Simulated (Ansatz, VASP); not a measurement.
# Two plane-wave programs on MnS

```
Mn S
1.0
     3.09904    0.00000    0.00000
     0.00000    3.09904    0.00000
     0.00000    0.00000    3.09904
Mn S
1 1
Direct
  0.50000 0.50000 0.50000
  0.00000 0.00000 0.00000
```

Alike in both runs: task single point; functional PBEsol; k mesh 7 × 7 × 7; occupations gaussian, width 0.15 eV; collinear spin.

|  | VASP | Ansatz |
| --- | --- | --- |
| version | VASP 6.6.1 | Ansatz 0.2.0 |
| potentials or method | VASP PAW PBE potentials, release 64 (Mn_pv, S) | plane waves, PAW |
| plane-wave cutoff (eV) | 520 | 420 |
| valence electrons in the cell | 19 | 21 |

|  | VASP | Ansatz | Ansatz less VASP |
| --- | --- | --- | --- |
| gap on the k mesh at the Fermi level (eV) | none | none | - |
| pressure (GPa) | -12.8 | -12.9 | -0.18 |
| net moment per atom (μB) | 1.67 | 1.67 | -0.005 |
| size of the moment on the site where the two differ most (μB) | 0.11 | 0.12 | +0.014 |

VASP's potentials were made for PBE, not for PBEsol. Site moments also hang on the region over which each program counts them. A gap of «none» marks a metal or a gap that the smearing closes. VASP's potentials hold 19 valence electrons a cell and Ansatz's 21, so a difference there can come from the potentials and not from the codes.
